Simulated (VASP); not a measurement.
# HF in VASP: single point with PBE+D3(BJ)

Aim: the single point of HF with PBE+D3(BJ).

Program: VASP 6.6.1. These are calculated values, not measurements. Logs are shortened: lines on timing, memory, paths and dates and some standing lists are left out, and cuts for length are marked.

## (1) The cell of the first run

The cell holds a disordered packing, 12 atoms: a = 6.077 Å, b = 6.077 Å, c = 6.077 Å, α = 90.00°, β = 90.00°, γ = 90.00°.

## (2) Single point, PBE+D3(BJ)

Input file INCAR:

```
SYSTEM = HF
PREC     = Accurate       ! precision mode
ENCUT    = 1010           ! plane-wave cutoff, eV
EDIFF    = 1E-6           ! SCF threshold, eV
ISMEAR   = -1             ! smearing method
SIGMA    = 0.05           ! smearing width, eV
LREAL    = .FALSE.        ! projectors in reciprocal space
LASPH    = .TRUE.         ! aspherical terms in the spheres
NELM     = 120            ! most SCF steps
ALGO     = Normal         ! electronic algorithm
ISIF     = 2              ! what is computed and relaxed
LWAVE    = .FALSE.        ! write WAVECAR
LCHARG   = .FALSE.        ! write CHGCAR
GGA      = PE             ! functional
IVDW     = 12             ! dispersion correction
NBANDS   = 36             ! bands
GGA_COMPAT= .FALSE.
```

Input file KPOINTS:

```
Automatic mesh
0
G
  1 1 1
  0 0 0
```

Input file POSCAR:

```
HF
1.0
    6.0767910000      0.0000000000      0.0000000000
    0.0000000000      6.0767910000      0.0000000000
    0.0000000000      0.0000000000      6.0767910000
F H
6 6
Direct
    0.8974473534      0.2409659967      0.7347134367
    1.0156018201      0.9993761510      0.0067305260
    0.8246951393      0.8342396505      0.4090974990
    0.2758857430      0.3502341943      0.5960218148
    0.3442112786      0.7830942351      1.0964833248
    0.5663186376      0.1420486569      0.2829124780
    1.0334895507      0.2668349134      0.6574358078
    0.9583018406      1.1080354746     -0.1035414909
    0.7657660104      0.9510940890      0.3354731140
    0.3775676998      0.3577216988      0.4771268257
    0.2039892437      0.8327915178      1.0381466139
    0.4985690638      0.0129180023      0.2312733810
```

Potentials or basis: VASP PAW PBE potentials, release 64 (F_h, H_h).

Command:

```bash
$ cat potpaw_PBE.64/F_h/POTCAR potpaw_PBE.64/H_h/POTCAR > POTCAR
$ mpirun -np 1 vasp_gam > vasp.out
```

OUTCAR:

```text
SYSTEM = HF
   PREC = Accurate
   ENCUT = 1010
   EDIFF = 1E-6
   ISMEAR = -1
   LREAL = .FALSE.
   LASPH = .TRUE.
   NELM = 120
   ISIF = 2
   GGA = PE
   IVDW = 12
 IVDW          = 12

 ion  position               nearest neighbor table
   1  0.897  0.241  0.735-   7 0.96
   2  0.016  0.999  0.007-   8 1.00
   3  0.825  0.834  0.409-   9 0.91
   4  0.276  0.350  0.596-  10 0.95
   5  0.344  0.783  0.096-  11 0.97
   6  0.566  0.142  0.283-  12 0.94
   7  0.033  0.267  0.657-   1 0.96
   8  0.958  0.108  0.896-   2 1.00
   9  0.766  0.951  0.335-   3 0.91
  10  0.378  0.358  0.477-   4 0.95
  11  0.204  0.833  0.038-   5 0.97
  12  0.499  0.013  0.231-   6 0.94

  LATTYP: Found a simple cubic cell.
 ALAT       =     6.0767910000

  Lattice vectors:

 A1 = (   6.0767910000,   0.0000000000,   0.0000000000)
 A2 = (   0.0000000000,   6.0767910000,   0.0000000000)
 A3 = (   0.0000000000,   0.0000000000,   6.0767910000)

Analysis of symmetry for initial positions (statically):
=====================================================================
 Subroutine PRICEL returns:
 Original cell was already a primitive cell.

 Routine SETGRP: Setting up the symmetry group for a
 simple cubic supercell.

 Subroutine GETGRP returns: Found  1 space group operations
 (whereof  1 operations were pure point group operations)
 out of a pool of 48 trial point group operations.

The static configuration has the point symmetry C_1 .

Analysis of symmetry for dynamics (positions and initial velocities):
=====================================================================
 Subroutine PRICEL returns:
 Original cell was already a primitive cell.

 Routine SETGRP: Setting up the symmetry group for a
 simple cubic supercell.

 Subroutine GETGRP returns: Found  1 space group operations
 (whereof  1 operations were pure point group operations)
 out of a pool of 48 trial point group operations.

The dynamic configuration has the point symmetry C_1 .

 Subroutine INISYM returns: Found  1 space group operations
 (whereof  1 operations are pure point group operations),
 and found     1 'primitive' translations

----------------------------------------------------------------------------------------

                                     Primitive cell

  volume of cell :     224.4000

  direct lattice vectors                    reciprocal lattice vectors
     6.076791000  0.000000000  0.000000000     0.164560539  0.000000000  0.000000000
     0.000000000  6.076791000  0.000000000     0.000000000  0.164560539  0.000000000
     0.000000000  0.000000000  6.076791000     0.000000000  0.000000000  0.164560539

  length of vectors
     6.076791000  6.076791000  6.076791000     0.164560539  0.164560539  0.164560539

  position of ions in fractional coordinates (direct lattice)
     0.897447353  0.240965997  0.734713437
     0.015601820  0.999376151  0.006730526
     0.824695139  0.834239651  0.409097499
     0.275885743  0.350234194  0.596021815
     0.344211279  0.783094235  0.096483325
     0.566318638  0.142048657  0.282912478
     0.033489551  0.266834913  0.657435808
     0.958301841  0.108035475  0.896458509
     0.765766010  0.951094089  0.335473114
     0.377567700  0.357721699  0.477126826
     0.203989244  0.832791518  0.038146614
     0.498569064  0.012918002  0.231273381

  ion indices of the primitive-cell ions
   primitive index   ion index
                 1           1
                 2           2
                 3           3
                 4           4
                 5           5
                 6           6
                 7           7
                 8           8
                 9           9
                10          10
                11          11
                12          12

----------------------------------------------------------------------------------------

 KPOINTS: Automatic mesh

Automatic generation of k-mesh.
 Grid dimensions read from file:
 generate k-points for:    1    1    1

 Generating k-lattice:

  Cartesian coordinates                     Fractional coordinates (reciprocal lattice)
     0.164560539  0.000000000  0.000000000     1.000000000  0.000000000  0.000000000
     0.000000000  0.164560539  0.000000000     0.000000000  1.000000000  0.000000000
     0.000000000  0.000000000  0.164560539     0.000000000  0.000000000  1.000000000

  Length of vectors
     0.164560539  0.164560539  0.164560539

  Shift w.r.t. Gamma in fractional coordinates (k-lattice)
     0.000000000  0.000000000  0.000000000

 Subroutine IBZKPT returns following result:
 ===========================================

 Found      1 irreducible k-points:

 Following reciprocal coordinates:
            Coordinates               Weight
  0.000000  0.000000  0.000000      1.000000
   k-points           NKPTS =      1   k-points in BZ     NKDIM =      1   number of bands    NBANDS=     36
   number of dos      NEDOS =    301   number of ions     NIONS =     12
   total plane-waves  NPLWV = 262144
   dimension x,y,z NGX =    64 NGY =   64 NGZ =   64
   dimension x,y,z NGXF=   128 NGYF=  128 NGZF=  128
   ions per type =               6   6
   NGX,Y,Z   is equivalent  to a cutoff of  17.51, 17.51, 17.51 a.u.
   NGXF,Y,Z  is equivalent  to a cutoff of  35.02, 35.02, 35.02 a.u.
 SYSTEM =  HF
   PREC   = accura    normal or accurate (medium, high low for compatibility)
   ISTART =      0    job   : 0-new  1-cont  2-samecut
   ICHARG =      2    charge: 1-file 2-atom 10-const
   ISPIN  =      1    spin polarized calculation?
   LNONCOLLINEAR =      F non collinear calculations
   LSORBIT =      F    spin-orbit coupling
   LASPH  =      T    aspherical Exc in radial PAW
   ENCUT  = 1010.0 eV  74.23 Ry    8.62 a.u.  15.75 15.75 15.75*2*pi/ulx,y,z
   NELM   =    120;   NELMIN=  2; NELMDL= -5     # of ELM steps
   EDIFF  = 0.1E-05   stopping-criterion for ELM
   LREAL  =      F    real-space projection
   EDIFFG = 0.1E-04   stopping-criterion for IOM
   NSW    =      0    number of steps for IOM
   IBRION =     -1    ionic relax: 0-MD 1-quasi-New 2-CG
   NFREE  =      0    steps in history (QN), initial steepest desc. (CG)
   ISIF   =      2    stress and relaxation
   ISYM   =      2    0-nonsym 1-usesym 2-fastsym
   POTIM  = 0.5000    time-step for ionic-motion
   TEBEG  =    0.0;   TEEND  =   0.0 temperature during run
   PSTRESS=    0.0 pullay stress
   NELECT =      48.0000    total number of electrons
   NUPDOWN=      -1.0000    fix difference up-down
   EMIN   =  10.00;   EMAX   =-10.00  energy-range for DOS
   EFERMI =   0.00;   METHOD = LEGACY
   ISMEAR =    -1;   SIGMA  =   0.05  broadening in eV -4-tet -1-fermi 0-gaus
   EFERMI_NEDOS =   21; number of points for ismear=-14 and -15
   IALGO  =     38    algorithm
   IMIX   =      4    mixing-type and parameters
     AMIX     =   0.40;   BMIX     =  1.00
     AMIX_MAG =   1.60;   BMIX_MAG =  1.00
  volume/ion in A,a.u.               =      18.70       126.19
  Fermi-wavevector in a.u.,A,eV,Ry     =   0.979071  1.850176 13.042278  0.958580
  Thomas-Fermi vector in A             =   2.109896
   LORBIT       =      0    0 simple, 1 ext, 2 COOP (PROOUT), +10 PAW based schemes
   GGA     = PE    functional components
   LHFCALC =     F    Hartree Fock is set to
   AEXX    =    0.0000 exact exchange contribution
   IVDW    =    12    specifies the selected vdW correction
   LEPSILON=     F    determine dielectric tensor
   LRPA    =     F    only Hartree local field effects (RPA)
 non-spin polarized calculation
  energy-cutoff  :     1010.00
  volume of cell :      224.40
 maximum number of plane-waves:      8140
 NGX is ok and might be reduce to    64
   NGX = 31   NGY = 31   NGZ = 31

 number of electron      47.9999999 magnetization

 Free energy of the ion-electron system (eV)
  ---------------------------------------------------
  ext. energy  EPLUGINS =         0.00000000
  ---------------------------------------------------
  free energy    TOTEN  =       -49.22261244 eV

  energy without entropy =      -49.22261244  energy(sigma->0) =      -49.22261244

 E-fermi :  -5.4088     XC(G=0):  -5.2611

 val. band max:       -6.7146460006   @ k =   0.0000   0.0000   0.0000
 cond. band min:      -0.1099699704   @ k =   0.0000   0.0000   0.0000
 fundamental gap:      6.6046760302
 Fermi energy:        -5.4087873198

 k-point     1 :       0.0000    0.0000    0.0000
  band No.  band energies     occupation
      1     -29.3533      2.00000
      2     -28.8321      2.00000
      3     -28.7126      2.00000
      4     -27.5888      2.00000
      5     -27.2750      2.00000
      6     -27.0668      2.00000
[... 28 lines left out ...]
     35       7.1986      0.00000
     36       7.4651      0.00000

------------------------ aborting loop because EDIFF is reached ----------------------------------------

 Edisp (eV)   -0.19595

 E8    (eV) :    -0.0386

  FORCE on cell =-STRESS in cart. coord.  units (eV):
  Direction    XX          YY          ZZ          XY          YZ          ZX
  --------------------------------------------------------------------------------------
  -------------------------------------------------------------------------------------
  Total       0.16389     1.05653     0.80291    -1.10107    -1.72502     0.99449
  in kB       1.17014     7.54347     5.73267    -7.86142   -12.31633     7.10051
  external pressure =        4.82 kB  Pullay stress =        0.00 kB

 VOLUME and BASIS-vectors are now :
 -----------------------------------------------------------------------------
  energy-cutoff  :     1010.00
  volume of cell :      224.40
      direct lattice vectors                 reciprocal lattice vectors
     6.076791000  0.000000000  0.000000000     0.164560539  0.000000000  0.000000000
     0.000000000  6.076791000  0.000000000     0.000000000  0.164560539  0.000000000
     0.000000000  0.000000000  6.076791000     0.000000000  0.000000000  0.164560539

 POSITION                                       TOTAL-FORCE (eV/Angst)
 -----------------------------------------------------------------------------------
      5.45360      1.46430      4.46470        -0.082184      0.444432     -0.569196
      0.09481      6.07300      0.04090        -0.282298      0.075335      0.183914
      5.01150      5.06950      2.48600         0.801738     -1.573917      0.927693
      1.67650      2.12830      3.62190         0.341303      0.163624     -0.256785
      2.09170      4.75870      0.58631         0.034184      0.065603      0.033190
      3.44140      0.86320      1.71920         0.189810      0.540960      0.126248
      0.20351      1.62150      3.99510        -0.015367      0.219954     -0.135570
      5.82340      0.65651      5.44759         0.267460     -0.681535      0.375934
      4.65340      5.77960      2.03860        -0.355363      1.370882     -0.621133
      2.29440      2.17380      2.89940        -0.354521     -0.276826      0.218325
      1.23960      5.06070      0.23181         0.377489      0.260025      0.257140
      3.02970      0.07850      1.40540        -0.922251     -0.608537     -0.539760
 -----------------------------------------------------------------------------------
    total drift:                               -0.000208     -0.000875      0.001616

  FREE ENERGIE OF THE ION-ELECTRON SYSTEM (eV)
  ---------------------------------------------------
  free  energy   TOTEN  =       -49.4185658539 eV

  energy  without entropy=      -49.4185658539  energy(sigma->0) =      -49.41856585
```

It took 54 s on 1 thread of Intel Xeon Platinum 8175M at 2.50GHz (Skylake/Cascade Lake), shared host; peak memory 0.51 GiB.

Results:

```
Free energy                : -49.4186 eV
Pressure                   : 0.5 GPa
Largest force              : 1.995 eV/Å
Dispersion energy per atom : -0.016 eV
```

Forces on the atoms (eV/Å):
```
F   -0.082  0.444 -0.569
F   -0.282  0.075  0.184
F    0.802 -1.574  0.928
F    0.341  0.164 -0.257
F    0.034  0.066  0.033
F    0.190  0.541  0.126
H   -0.015  0.220 -0.136
H    0.267 -0.682  0.376
H   -0.355  1.371 -0.621
H   -0.355 -0.277  0.218
H    0.377  0.260  0.257
H   -0.922 -0.609 -0.540
```

Levels at points of the mesh, in eV from the Fermi level:
| k point | band 21 | band 22 | band 23 | band 24 | band 25 | band 26 | band 27 | band 28 |
| --- | --- | --- | --- | --- | --- | --- | --- | --- |
| (0.00, 0.00, 0.00) | -1.78 | -1.76 | -1.45 | -1.31 | 5.30 | 8.73 | 9.26 | 9.67 |

Caveat: the k points lie up to 1.03 Å⁻¹ apart, too coarse for converged energies, forces and pressures.
